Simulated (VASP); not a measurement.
Write the native input for VASP 6.6.1 that does the following.

* Task: single point
* Functional: PBE
* Potentials or basis: VASP PAW PBE potentials, release 64 (Nb_sv, V_sv, S)
* Cutoff: 520 eV
* k mesh: 4 × 4 × 4
* Occupations: gaussian, width 0.1 eV
* Spin: collinear spin, ferromagnetic start
* Starting moments: [0.0, 2.0, 0.0, 0.0, 0.0] μB
* Dipole correction: no
* Further INCAR settings: ALGO = Normal; EDIFF = 1e-07; NBANDS = 34

The structure of NbVS3 lies in POSCAR:

```
NbVS3
1.0
    4.5376087472      0.0000000000      0.0000000000
    0.0000000000      4.5376087472      0.0000000000
    0.0000000000      0.0000000000      4.5376087472
Nb V S
1 1 3
Direct
    0.0000000000      0.0000000000      0.0000000000
    0.5000000000      0.5000000000      0.5000000000
    0.0000000000      0.5000000000      0.5000000000
    0.5000000000      0.0000000000      0.5000000000
    0.5000000000      0.5000000000      0.0000000000
```

The cell was generated, and may not be a known phase.

One way to write it, as run:

INCAR

```
PREC     = Accurate       # precision mode
ENCUT    = 520            # plane-wave cutoff, eV
EDIFF    = 1E-7           # SCF threshold, eV
ISMEAR   = 0              # smearing method
SIGMA    = 0.1            # smearing width, eV
LREAL    = F              # projectors in reciprocal space
LASPH    = T              # aspherical terms in the spheres
NELM     = 150            # most SCF steps
ALGO     = Normal         # electronic algorithm
ISIF     = 2              # what is computed and relaxed
LWAVE    = F              # write WAVECAR
LCHARG   = F              # write CHGCAR
ISPIN    = 2              # spin polarisation
MAGMOM   = 0 2 0 0 0      # initial moments
LORBIT   = 11             # projections on sites
LMAXMIX  = 4              # l up to which the mixer works
GGA      = PE             # functional
NBANDS   = 34             # bands
```

KPOINTS

```
Automatic mesh
0
Gamma
  4 4 4
```

Potentials or basis: VASP PAW PBE potentials, release 64 (Nb_sv, V_sv, S).

Command:

```sh
$ cat potpaw_PBE.64/Nb_sv/POTCAR potpaw_PBE.64/V_sv/POTCAR potpaw_PBE.64/S/POTCAR > POTCAR
$ mpirun -np 1 vasp_std > vasp.out
```

It gave:

| Quantity | Value |
| --- | --- |
| Pressure | -3.0 GPa |
| Net moment | 1.12 μB per cell |
| Site moments | Nb -0.08; V +1.11; S -0.01 μB |
| Valence electrons inside the program's atomic spheres | Nb 10.35; V 11.70; S 3.72 |

Caveat: the cell stands under tension.

Wall time 3.5 min on 1 thread of Intel Xeon 8259CL (shared host), peak memory 0.26 GiB.
